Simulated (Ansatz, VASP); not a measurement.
## Sc2TaO2 in VASP and in Ansatz

Contents of INCAR:

```
ALGO = Normal
EDIFF = 1E-6
ENCUT = 520
GGA = PE
ISIF = 2
ISMEAR = 0
LASPH = T
LCHARG = F
LREAL = F
LWAVE = F
NBANDS = 30
NELM = 80
PREC = Accurate
SIGMA = 0.1
```

The input KPOINTS:

```
k-points
0
Gamma
  6 6 6
```

POSCAR

```
Sc2TaO2
1.0
    0.0000000000      2.4792138200      5.3823571000
    2.4540852800      0.0000000000      5.3823571000
    2.4540852800      2.4792138200      0.0000000000
Sc Ta O
2 1 2
Direct
    0.7500000000      0.7500000000      0.7500000000
    0.2500000000      0.2500000000      0.2500000000
    0.0000000000      0.0000000000      0.0000000000
    0.3632000100      0.3632000100      0.6367999900
    0.6367999900      0.6367999900      0.3632000100
```

Input for Ansatz:

```yaml
crystal:
  lattice:
    - [0.0, 2.47921382, 5.3823571]
    - [2.45408528, 0.0, 5.3823571]
    - [2.45408528, 2.47921382, 0.0]
  atoms:
    - { symbol: Sc, position: [0.75, 0.75, 0.75] }
    - { symbol: Sc, position: [0.25, 0.25, 0.25] }
    - { symbol: Ta, position: [0.0, 0.0, 0.0] }
    - { symbol: O, position: [0.36320001, 0.36320001, 0.63679999] }
    - { symbol: O, position: [0.63679999, 0.63679999, 0.36320001] }
basis:
  ecutwfc: 420
kpoints:
  mp_grid: { grid: [6, 6, 6] }
hamiltonian:
  xc: pbe
scf:
  occupations: { method: gaussian, width: 0.1 }
  lower_state_search: "off"
output:
  forces: true
  stress: true
  eigenvalues: true
```

Change from the starting cell: species swapped into the EuFe2As2 type (Fmmm, No. 69).

Alike in both runs: task single point; functional PBE; k mesh 6 × 6 × 6; occupations gaussian, width 0.1 eV; no spin polarisation.

|  | VASP | Ansatz |
| --- | --- | --- |
| version | VASP 6.6.1 | Ansatz 0.2.0 |
| potentials or method | VASP PAW PBE potentials, release 64 (Sc_sv, Ta_pv, O), cutoff 520 eV | scalar-relativistic, plane waves, PAW |
| valence electrons in the cell | 45 | 47 |

|  | VASP | Ansatz | Ansatz less VASP |
| --- | --- | --- | --- |
| gap on the k mesh at the Fermi level (eV) | none | none | - |
| pressure (GPa) | 17.3 | 16.3 | -0.94 |
| traceless stress, the component that is largest in VASP (GPa) | -18.37 | -18.07 | +0.305 |
| rms of the force components (eV/Å) | 0.107 | 0.067 | -0.0406 |

Atom by atom the forces differ by 0.041 eV/Å (rms over components). A gap of «none» marks a metal or a gap that the smearing closes. VASP's potentials hold 45 valence electrons a cell and Ansatz's 47, so a difference there can come from the potentials and not from the codes.

Spin-orbit coupling is off throughout.
